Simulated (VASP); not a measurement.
**SnO: single point with PBE**

Crystal: SnO.

```
CELL_PARAMETERS angstrom
3.79860 0.00000 0.00000
0.00000 3.79860 0.00000
0.00000 0.00000 4.84080
ATOMIC_POSITIONS crystal
Sn 0.50000 0.00000 0.23690
Sn 0.00000 0.50000 0.76310
O 0.00000 0.00000 0.00000
O 0.50000 0.50000 0.00000
```

* Program: VASP 6.6.1
* Task: single point
* Functional: PBE
* Potentials or basis: VASP PAW PBE potentials, release 64 (Sn_d, O_h)
* Cutoff: 1340 eV
* k mesh: 8 × 8 × 6
* Occupations: gaussian, width 0.05 eV
* Spin: no spin polarisation

The pressure is 5.0 GPa and the largest force is 0.581 eV/Å. The band gap on the k mesh is 0.07 eV (least direct gap 1.98 eV).

Forces on the atoms (eV/Å):
```
Sn   0.000  0.000  0.581
Sn   0.000  0.000 -0.581
O    0.000  0.000  0.000
O    0.000  0.000  0.000
```

Stress tensor (GPa, compression positive):
```
5.40 0.00 0.00
0.00 5.40 0.00
0.00 0.00 4.25
```

Levels at points of the mesh, in eV from the valence-band top:
| k point | band 18 | band 19 | band 20 | band 21 | band 22 | band 23 |
| --- | --- | --- | --- | --- | --- | --- |
| (0.00, 0.00, 0.00) | -3.26 | -3.26 | 0.00 | 2.09 | 4.32 | 4.70 |
| (0.50, 0.00, 0.00) | -4.95 | -2.75 | -2.75 | 3.18 | 3.18 | 5.93 |
| (0.50, 0.50, 0.00) | -2.60 | -1.91 | -1.91 | 0.07 | 0.07 | 4.46 |
| (0.00, 0.00, 0.50) | -3.28 | -3.13 | -2.28 | 1.67 | 2.96 | 2.96 |
| (0.50, 0.00, 0.50) | -4.91 | -1.78 | -1.78 | 2.56 | 2.56 | 5.44 |
| (0.50, 0.50, 0.50) | -2.70 | -2.60 | -2.60 | 2.33 | 2.33 | 4.03 |

Wall time 6.1 min on 1 thread of AMD EPYC 7R13 Processor (Zen 3), with other jobs on the host, peak memory 0.59 GiB.

Caveat: the cell stands under pressure; semilocal functionals underestimate gaps, and a narrow one can read as zero; spin-orbit coupling is left out, which moves the levels of the heavy elements. A k mesh can miss the band edges.
